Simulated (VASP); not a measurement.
Runs of VASP 6.6.1 on Si4F. The structure is that of space group Im-3m (No. 229), or close to it. The cells are those of the table. The cell was built from a structure type or drawn by symmetry, and may not be a known phase.

| task | cell | k mesh | cutoff (eV) | gap on the mesh (eV) | pressure (GPa) |
| --- | --- | --- | --- | --- | --- |
| single point | a = 4.756 Å, angles 109.5°, 5 atoms | 6 × 6 × 6 | 520 | none | 0.0 |
| single point | a = 4.484 Å, angles 109.5°, 5 atoms | 6 × 6 × 6 | 520 | none | 19.6 |
| single point | a = 4.758 Å, angles 109.5°, 5 atoms | 10 × 10 × 10 | 520 | none | (a) |
| relaxation of cell and atoms | relaxed from a = 4.484 Å, angles 109.5°, 5 atoms | 6 × 6 × 6 | 600 | none | 0.0 |
| relaxation of cell and atoms | relaxed from a = 4.756 Å, angles 109.5°, 5 atoms | 10 × 10 × 10 | 600 | none | 0.1 |

Alike in all rows: level PBE; potentials or basis VASP PAW PBE potentials, release 64 (Si, F); no spin polarisation; smearing gaussian 0.1 eV.

Q: Fill in the values left out.

A: (a) -0.1.

Caveats: an odd number of electrons without spin polarisation forces a metal; a magnetic or distorted state may lie lower; the cell stands under pressure (at least some runs); the relaxation stopped at its first step, so nothing moved (at least some runs).

A gap of «none» marks levels without a gap at the run's occupations.
